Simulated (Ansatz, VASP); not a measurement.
One calculation of F, two programs

```
F
1.0
    12.00000    0.00000    0.00000
     0.00000   12.30000    0.00000
     0.00000    0.00000   12.60000
F
2
Direct
  0.50000 0.50000 0.44359
  0.50000 0.50000 0.55641
```

Alike in both runs: functional revPBE; k mesh 1 × 1 × 1; occupations fermi-dirac, width 0.01 eV; no spin polarisation.

Ansatz relaxed the structure, and its values are those at the end. VASP's run is a single point on that final structure, the one shown.

|  | VASP | Ansatz |
| --- | --- | --- |
| version | VASP 6.6.1 | Ansatz 0.2.0 |
| potentials or method | VASP PAW PBE potentials, release 64 (F), cutoff 520 eV | plane waves (420 eV) with PAW, scalar-relativistic |
| valence electrons in the cell | 14 | 14 |

VASP gave:

* rms of the force components (eV/Å): 0.199

What did Ansatz give for the same quantities?

rms of the force components (eV/Å): 0.000.

VASP's potentials were made for PBE, not for revPBE. One of these differences is far larger than is usual between the two programs; its cause wasn't traced.
